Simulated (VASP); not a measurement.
# Ir: single point with PBE

Crystal: Ir.

```
Ir
1.0
     2.42368    0.00000    0.00000
     0.00000    2.42368    0.00000
     0.00000    0.00000    2.77430
Ir
1
Direct
  0.50000 0.50000 0.00000
```

```yaml
Program: VASP 6.6.1
Task: single point
Functional: PBE
Potentials_or_basis: VASP PAW PBE potentials, release 64 (Ir)
Cutoff: 500 eV
k_mesh: 8 × 8 × 6
Occupations: gaussian, width 0.1 eV
Spin: no spin polarisation
Dipole_correction: no
Further_INCAR_settings: ALGO = Normal; EDIFF = 1e-06; NBANDS = 10
```

```yaml
Pressure: 21.3 GPa
```

Stress tensor (GPa, compression positive):
```
 38.44   0.00   0.00
  0.00  38.44   0.00
  0.00   0.00 -13.08
```

Levels at points of the mesh, in eV from the Fermi level:
```tsv
k point	band 1	band 2	band 3	band 4	band 5	band 6	band 7	band 8	band 9
(0.00, 0.00, 0.00)	-9.76	-7.21	-6.21	0.95	0.95	1.92	11.98	17.75	17.75
(0.50, 0.00, 0.00)	-6.61	-4.90	-3.32	-1.64	-0.75	1.39	7.56	14.92	19.30
(0.50, 0.50, 0.00)	-7.78	-3.45	-2.43	-2.43	4.56	5.68	5.68	13.97	14.60
(0.00, 0.00, 0.50)	-7.80	-6.86	-1.98	-0.58	-0.58	2.03	3.14	17.65	20.34
(0.50, 0.00, 0.50)	-6.84	-6.03	-1.39	0.09	2.49	3.71	4.16	11.30	13.78
(0.50, 0.50, 0.50)	-7.05	-5.20	-5.20	2.60	4.63	9.09	10.93	11.24	11.24
```

Wall time 3.8 s on 1 thread of AMD EPYC 9R45 96-Core Processor (Zen 5) (shared host), peak memory 0.1 GiB.

Caveat: the k points lie up to 0.38 Å⁻¹ apart; spin-orbit coupling is left out, which moves the levels of the heavy elements.
